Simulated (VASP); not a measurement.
A run of VASP 6.6.1 is set up as follows.

INCAR

```
SYSTEM = Nb
  PREC = Accurate
  ENCUT = 600
  EDIFF = 1E-6
  ISMEAR = -1
  SIGMA = 0.05
  LREAL = .False.
  LASPH = .True.
  NELM = 60
  ALGO = Normal
  ISIF = 3
  LWAVE = .False.
  LCHARG = .False.
  IBRION = 2
  NSW = 32
  EDIFFG = -0.005
  PSTRESS = 11.0
```

File KPOINTS:

```
Automatic mesh
0
Gamma
  12 12 12
  0 0 0
```

The input POSCAR:

```
Nb
1.0
    0.0000000000      2.8628363336      2.8628363336
    2.8628363336      0.0000000000      2.8628363336
    2.8628363336      2.8628363336      0.0000000000
Nb
2
Direct
   -0.1250000000     -0.1250000000     -0.1250000000
    0.1250000000      0.1250000000      0.1250000000
```

Potentials or basis: VASP PAW LDA potentials, release 64 (Nb_sv).

Run with:

```console
$ cat potpaw_LDA.64/Nb_sv/POTCAR > POTCAR
$ mpirun -np 1 vasp_std > vasp.out
```

(1) Predict the relaxed cell.

(2) Estimate the relaxed volume.

(3) What does it give for the space group after relaxing (to 0.1 Å)?

Answers

(1) a = 4.050 Å, b = 4.050 Å, c = 4.050 Å, α = 60.00°, β = 60.00°, γ = 60.00°.

(2) 23.49 Å³/atom.

(3) Fd-3m (No. 227).

Caveat: the cell is relaxed towards a set pressure, so the run minimises the enthalpy, not the energy.
